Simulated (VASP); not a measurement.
# Ge in VASP: single point with PBEsol

Aim: the single point of Ge with PBEsol.

Everything below comes from runs of VASP 6.6.1. Logs are shortened: lines on timing, memory, paths and dates and some standing lists are left out, and cuts for length are marked.

## (1) The cell of the first run

The cell holds a slab with vacuum, 8 atoms: a = 3.997 Å, b = 3.997 Å, c = 25.725 Å, α = 90.00°, β = 90.00°, γ = 120.00°.

## (2) Single point, PBEsol

The input, INCAR:

```
SYSTEM = Ge
PREC     = Accurate       ! precision mode
ENCUT    = 520            ! plane-wave cutoff, eV
EDIFF    = 1E-6           ! SCF threshold, eV
ISMEAR   = 0              ! smearing method
SIGMA    = 0.1            ! smearing width, eV
LREAL    = .FALSE.        ! projectors in reciprocal space
LASPH    = .TRUE.         ! aspherical terms in the spheres
NELM     = 80             ! most SCF steps
ALGO     = Normal         ! electronic algorithm
ISIF     = 2              ! what is computed and relaxed
LWAVE    = .FALSE.        ! write WAVECAR
LCHARG   = .TRUE.         ! write CHGCAR
LDIPOL   = .TRUE.       
IDIPOL   = 3            
DIPOL    = 0.5 0.5 0.500
GGA      = PS             ! functional
LELF     = .TRUE.         ! ELF
LVHAR    = .TRUE.       
LVACPOTAV= .TRUE.       
NBANDS   = 66             ! bands
```

The input, KPOINTS:

```
regular mesh
0
G
  9 9 1
  0 0 0
```

The input, POSCAR:

```
Ge
1.0
    3.9969678635      0.0000000000      0.0000000000
   -1.9984839317      3.4614757079      0.0000000000
    0.0000000000      0.0000000000     25.7245268633
Ge
8
Direct
    0.3333333333      0.6666666667      0.2910191001
    0.6666666667      0.3333333333      0.3222359049
    0.6666666667      0.3333333333      0.4193829085
    0.3333333333      0.6666666667      0.4523926740
    0.3333333333      0.6666666667      0.5476073284
    0.6666666667      0.3333333333      0.5806170941
    0.6666666667      0.3333333333      0.6777640924
    0.3333333333      0.6666666667      0.7089808976
```

Potentials or basis: VASP PAW PBE potentials, release 64 (Ge_d).

Command:

```console
> cat potpaw_PBE.64/Ge_d/POTCAR > POTCAR
> mpirun -np 1 vasp_std > vasp.out
```

OUTCAR:

```text
SYSTEM = Ge
   PREC = Accurate
   ENCUT = 520
   EDIFF = 1E-6
   ISMEAR = 0
   LREAL = .FALSE.
   LASPH = .TRUE.
   NELM = 80
   ISIF = 2
   GGA = PS

 ion  position               nearest neighbor table
   1  0.333  0.667  0.291-   2 2.44   2 2.44   2 2.44
   2  0.667  0.333  0.322-   1 2.44   1 2.44   1 2.44   3 2.50
   3  0.667  0.333  0.419-   4 2.46   4 2.46   4 2.46   2 2.50
   4  0.333  0.667  0.452-   5 2.45   3 2.46   3 2.46   3 2.46
   5  0.333  0.667  0.548-   4 2.45   6 2.46   6 2.46   6 2.46
   6  0.667  0.333  0.581-   5 2.46   5 2.46   5 2.46   7 2.50
   7  0.667  0.333  0.678-   8 2.44   8 2.44   8 2.44   6 2.50
   8  0.333  0.667  0.709-   7 2.44   7 2.44   7 2.44

  LATTYP: Found a hexagonal cell.
 ALAT       =     3.9969678635
 C/A-ratio  =     6.4360104314

  Lattice vectors:

 A1 = (   3.9969678635,   0.0000000000,   0.0000000000)
 A2 = (  -1.9984839317,   3.4614757079,   0.0000000000)
 A3 = (   0.0000000000,   0.0000000000,  25.7245268633)

Analysis of symmetry for initial positions (statically):
=====================================================================
 Subroutine PRICEL returns:
 Original cell was already a primitive cell.

 Routine SETGRP: Setting up the symmetry group for a
 hexagonal supercell.

 Subroutine GETGRP returns: Found 12 space group operations
 (whereof 12 operations were pure point group operations)
 out of a pool of 24 trial point group operations.

The static configuration has the point symmetry D_3h.

Analysis of symmetry for dynamics (positions and initial velocities):
=====================================================================
 Subroutine PRICEL returns:
 Original cell was already a primitive cell.

 Routine SETGRP: Setting up the symmetry group for a
 hexagonal supercell.

 Subroutine GETGRP returns: Found 12 space group operations
 (whereof 12 operations were pure point group operations)
 out of a pool of 24 trial point group operations.

The dynamic configuration has the point symmetry D_3h.

 Subroutine INISYM returns: Found 12 space group operations
 (whereof 12 operations are pure point group operations),
 and found     1 'primitive' translations

[... 100 lines left out ...]
   ISYM   =      2    0-nonsym 1-usesym 2-fastsym
   POTIM  = 0.5000    time-step for ionic-motion
   TEBEG  =    0.0;   TEEND  =   0.0 temperature during run
   PSTRESS=    0.0 pullay stress
   NELECT =     112.0000    total number of electrons
   NUPDOWN=      -1.0000    fix difference up-down
   EMIN   =  10.00;   EMAX   =-10.00  energy-range for DOS
   EFERMI =   0.00;   METHOD = LEGACY
   ISMEAR =     0;   SIGMA  =   0.10  broadening in eV -4-tet -1-fermi 0-gaus
   EFERMI_NEDOS =   21; number of points for ismear=-14 and -15
   IALGO  =     38    algorithm
   IMIX   =      4    mixing-type and parameters
     AMIX     =   0.40;   BMIX     =  1.00
     AMIX_MAG =   1.60;   BMIX_MAG =  1.00
  volume/ion in A,a.u.               =      44.49       300.22
  Fermi-wavevector in a.u.,A,eV,Ry     =   1.113528  2.104262 16.870464  1.239944
  Thomas-Fermi vector in A             =   2.250113
   LORBIT       =      0    0 simple, 1 ext, 2 COOP (PROOUT), +10 PAW based schemes
   GGA     = PS    functional components
   LHFCALC =     F    Hartree Fock is set to
   AEXX    =    0.0000 exact exchange contribution
   IVDW    =     0    specifies the selected vdW correction
   LEPSILON=     F    determine dielectric tensor
   LRPA    =     F    only Hartree local field effects (RPA)
 non-spin polarized calculation
 Gauss-broadening in eV      SIGMA  =   0.10
  energy-cutoff  :      520.00
  volume of cell :      355.91
 maximum number of plane-waves:      9653
 NGX is ok and might be reduce to    30
   NGX = 15   NGY = 15   NGZ = 95

 dipolmoment           0.000000      0.000000      0.000000 electrons x Angstroem

 number of electron     112.0000073 magnetization

 dipolmoment           0.000000      0.000000     -0.000000 electrons x Angstroem

 Free energy of the ion-electron system (eV)
  ---------------------------------------------------
  ext. energy  EPLUGINS =         0.00000000
  ---------------------------------------------------
  free energy    TOTEN  =       -37.21967047 eV

  energy without entropy =      -37.18742675  energy(sigma->0) =      -37.20354861

 E-fermi :  -0.0260     XC(G=0):  -5.7110

 val. band max:       -0.0298906032   @ k =   0.1111   0.0000   0.0000
 cond. band min:       0.0234050973   @ k =   0.1111   0.0000   0.0000
 fundamental gap:      0.0532957004
 Fermi energy:        -0.0260323900

 k-point     1 :       0.0000    0.0000    0.0000
  band No.  band energies     occupation
      1     -24.6254      2.00000
      2     -24.6254      2.00000
      3     -24.6077      2.00000
      4     -24.6077      2.00000
      5     -24.5863      2.00000
      6     -24.5573      2.00000
[... 817 lines left out ...]
     65       5.6460      0.00000
     66       6.0704      0.00000

------------------------ aborting loop because EDIFF is reached ----------------------------------------

  FORCE on cell =-STRESS in cart. coord.  units (eV):
  Direction    XX          YY          ZZ          XY          YZ          ZX
  --------------------------------------------------------------------------------------
  -------------------------------------------------------------------------------------
  Total        0.2052230      0.2052230     -0.0946590      0.0000000     -0.0000000     -0.0000000
  in kB        0.9238412      0.9238412     -0.4261213      0.0000000     -0.0000000     -0.0000000
  external PRESSURE =       0.4738537 kB  Pullay stress =       0.0000000 kB

 VOLUME and BASIS-vectors are now :
 -----------------------------------------------------------------------------
  energy-cutoff  :      520.00
  volume of cell :      355.91
      direct lattice vectors                 reciprocal lattice vectors
     3.996967864  0.000000000  0.000000000     0.250189652  0.144447063  0.000000000
    -1.998483932  3.461475708  0.000000000     0.000000000  0.288894126  0.000000000
     0.000000000  0.000000000 25.724526863     0.000000000  0.000000000  0.038873407

 POSITION                                       TOTAL-FORCE (eV/Angst)
 -----------------------------------------------------------------------------------
     -0.00000      2.30765      7.48633         0.000000     -0.000000      0.021075
      1.99848      1.15383      8.28937        -0.000000     -0.000000     -0.027607
      1.99848      1.15383     10.78843        -0.000000     -0.000000      0.013612
     -0.00000      2.30765     11.63759        -0.000000     -0.000000     -0.023374
     -0.00000      2.30765     14.08694        -0.000000     -0.000000      0.023374
      1.99848      1.15383     14.93610        -0.000000     -0.000000     -0.013612
      1.99848      1.15383     17.43516        -0.000000      0.000000      0.027607
     -0.00000      2.30765     18.23820         0.000000     -0.000000     -0.021075
 -----------------------------------------------------------------------------------
    total drift:                               -0.000000      0.000000      0.000007

  FREE ENERGIE OF THE ION-ELECTRON SYSTEM (eV)
  ---------------------------------------------------
  free  energy   TOTEN  =       -37.2196704657 eV

  energy  without entropy=      -37.1874267515  energy(sigma->0) =      -37.20354861

 vacuum level on the upper side and lower side of the slab         4.674         4.674
```

stdout:

```text
POSCAR found type information on POSCAR Ge
 POSCAR found :  1 types and       8 ions
 scaLAPACK will be used
 -----------------------------------------------------------------------------
|                                                                             |
[... 23 lines left out ...]
|     field-free region was found. Please increase the size of  your cell     |
|     in the dimension of the dipole correction to obtain accurate            |
|     workfunction values.                                                    |
|                                                                             |
 -----------------------------------------------------------------------------
```

Run time: 16 min. Hardware: 1 thread of Intel Xeon 8259CL, shared host; peak memory 0.52 GiB.

What came out:

| Property | Result |
| --- | --- |
| Free energy | -37.2197 eV |
| Largest force | 0.028 eV/Å |
| Band gap on the k mesh | zero (bands 56 and 57 overlap by 0.53 eV) |

Forces in eV/Å, atoms in the order of the input:
```
Ge   0.000  0.000  0.021
Ge   0.000  0.000 -0.028
Ge   0.000  0.000  0.014
Ge   0.000  0.000 -0.023
Ge   0.000  0.000  0.023
Ge   0.000  0.000 -0.014
Ge   0.000  0.000  0.028
Ge   0.000  0.000 -0.021
```

Caveat: the PAW data sets were made with another functional, which shifts forces and pressure a little.

The gap in the log of VASP goes by the Fermi energy; the results here count the filled bands.